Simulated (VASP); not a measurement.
A run of VASP 6.6.1 is set up as follows.

Contents of INCAR:

```
SYSTEM = Ga3SbSe4
PREC = Accurate
ENCUT = 520
EDIFF = 1E-7
ISMEAR = 0
SIGMA = 0.1
LREAL = Auto
LASPH = .True.
NELM = 60
ALGO = Normal
ISIF = 2
LWAVE = .False.
LCHARG = .False.
GGA = PE
NBANDS = 82
```

Contents of KPOINTS:

```
regular mesh
0
Gamma
  2 4 2
  0 0 0
```

POSCAR

```
Ga3SbSe4
1.0
    8.2745628441      0.0000000000      0.0000000000
    0.0000000000      6.8035684974      0.0000000000
    0.0000000000      0.0000000000      7.8345888395
Ga Sb Se
6 2 8
Direct
    0.7461631759      0.6828993352      0.4901384872
    0.2538368241      0.6828993352      0.4901384872
    0.0000000000      0.2528641155      0.5445321397
    0.2461631759      0.3171006648      0.9901384872
    0.7538368241      0.3171006648      0.9901384872
    0.5000000000      0.7471358845      0.0445321397
    0.0000000000      0.7235326985      0.0600674624
    0.5000000000      0.2764673015      0.5600674624
    0.0000000000      0.1059321540      0.9243430661
    0.2437142234      0.6334150967      0.8110755439
    0.7562857766      0.6334150967      0.8110755439
    0.0000000000      0.8671555194      0.4086292696
    0.5000000000      0.8940678460      0.4243430661
    0.7437142234      0.3665849033      0.3110755439
    0.2562857766      0.3665849033      0.3110755439
    0.5000000000      0.1328444806      0.9086292696
```

Potentials or basis: VASP PAW PBE potentials, release 64 (Ga_d, Sb, Se).

Command:

```console
$ cat potpaw_PBE.64/Ga_d/POTCAR potpaw_PBE.64/Sb/POTCAR potpaw_PBE.64/Se/POTCAR > POTCAR
$ mpirun -np 1 vasp_std > vasp.out
```

Task: Predict the band gap on the k mesh.

Result: Zero (bands 68 and 69 overlap by 0.66 eV).

Task: Estimate the largest force.

Result: 0.107 eV/Å.

Task: Predict the pressure.

Result: 0.3 GPa.

Stress tensor (GPa, compression positive):
```
-0.05  0.00  0.00
 0.00  0.11  0.00
 0.00  0.00  0.83
```

Caveat: the k points lie up to 0.40 Å⁻¹ apart, too coarse for converged energies and pressures of a metal; spin-orbit coupling is left out, which moves the levels of the heavy elements.
